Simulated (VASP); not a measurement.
Wanted: the native input for a VASP 6.6.1 run.

```
Task                   : single point
Functional             : LDA
Potentials or basis    : VASP PAW LDA potentials, release 64 (Ru_sv)
Cutoff                 : 560 eV
k mesh                 : 13 × 13 × 8
Occupations            : fermi-dirac, width 0.03 eV
Spin                   : no spin polarisation
Dipole correction      : no
Further INCAR settings : ALGO = Normal; EDIFF = 1e-06; NBANDS = 23
```

The structure of Ru lies in POSCAR:

```
Ru
1.0
    2.6775346364      0.0000000000      0.0000000000
   -1.3387673182      2.3188130146      0.0000000000
    0.0000000000      0.0000000000      4.2181251212
Ru
2
Direct
    0.3333333333      0.6666666667      0.2500000000
    0.6666666667      0.3333333333      0.7500000000
```

These files were run (other wordings do the same):

INCAR

```
SYSTEM = Ru
ALGO = Normal ; EDIFF = 1E-6
ENCUT = 560 ; GGA = CA
GGA_COMPAT = .False. ; ISIF = 2
ISMEAR = -1 ; LASPH = .True.
LCHARG = .False. ; LREAL = .False.
LWAVE = .False. ; NBANDS = 23
NELM = 120 ; PREC = Accurate
SIGMA = 0.03
```

KPOINTS

```
k-points
0
Gamma
  13 13 8
  0 0 0
```

Potentials or basis: VASP PAW LDA potentials, release 64 (Ru_sv).

Launch:

```sh
$ cat potpaw_LDA.64/Ru_sv/POTCAR > POTCAR
$ mpirun -np 1 vasp_std > vasp.out
```

It gave:

```
Pressure               : 0.3 GPa
Band gap on the k mesh : zero (bands 16 and 17 overlap by 3.28 eV)
```

Run time: 29 s on 1 thread of AMD EPYC 9R45 96-Core Processor (Zen 5), with other jobs on the host, peak memory 0.14 GiB.
